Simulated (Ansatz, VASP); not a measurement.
**ZnO: VASP beside Ansatz**

INCAR

```
PREC = Accurate
ENCUT = 600
EDIFF = 1E-7
ISMEAR = -1
SIGMA = 0.05
LREAL = F
LASPH = T
NELM = 80
ALGO = Normal
ISIF = 3
LWAVE = F
LCHARG = F
GGA = RE
IVDW = 13
IBRION = 2
NSW = 60
EDIFFG = -0.01
```

The input KPOINTS:

```
regular mesh
0
Gamma
  7 7 4
```

File POSCAR:

```
ZnO
1.0
    3.2493080000      0.0000000000      0.0000000000
   -1.6246540000      2.8139832727      0.0000000000
    0.0000000000      0.0000000000      5.2057090000
Zn O
2 2
Direct
    0.6666666667      0.3333333333      0.0000000000
    0.3333333333      0.6666666667      0.5000000000
    0.3333333333      0.6666666667      0.8790100000
    0.6666666667      0.3333333333      0.3790100000
```

The input input.yaml:

```yaml
crystal:
  lattice:
    - [3.249308, 0.0, 0.0]
    - [-1.624654, 2.8139832727, 0.0]
    - [0.0, 0.0, 5.205709]
  atoms:
    - { symbol: Zn, position: [0.6666666667, 0.3333333333, 0.0] }
    - { symbol: Zn, position: [0.3333333333, 0.6666666667, 0.5] }
    - { symbol: O, position: [0.3333333333, 0.6666666667, 0.87901] }
    - { symbol: O, position: [0.6666666667, 0.3333333333, 0.37901] }
hamiltonian:
  xc: revpbe
  pseudopotentials: { kind: paw }
  dispersion: d4
kpoints:
  mp_grid: { grid: [7, 7, 4] }
scf:
  occupations: { method: fermi_dirac, width: 0.05 }
output:
  forces: true
  stress: true
  eigenvalues: true
relax:
  f_tol: 0.01
  max_steps: 40
  cell: { stress_tol: 0.05 }
```

Alike in both runs: task relaxation of cell and atoms; functional revPBE; dispersion D4; k mesh 7 × 7 × 4; occupations fermi-dirac, width 0.05 eV; no spin polarisation.

|  | VASP | Ansatz |
| --- | --- | --- |
| version | VASP 6.6.1 | Ansatz 0.2.0 |
| potentials or method | VASP PAW PBE potentials, release 64 (Zn, O) | Ansatz PAW |
| plane-wave cutoff (eV) | 600 | 420 |
| valence electrons in the cell | 36 | 36 |

```tsv
	VASP	Ansatz	Ansatz less VASP
gap on the k mesh at the Fermi level, each at its own relaxed structure (eV)	0.82	0.85	+0.030
relaxed volume (Å³/atom)	12.07	11.99	-0.077
relaxed cell length with the largest relative difference (Å)	5.259	5.247	-0.0120
```

VASP's potentials were made for PBE, not for revPBE.

Noted on Ansatz's run: odd divisions of the mesh miss points on the zone boundary, where band edges often lie, so the gap on the mesh can be too wide; the plane-wave basis is chosen anew once the cell has moved, so the energies of steps on either side of that aren't comparable.
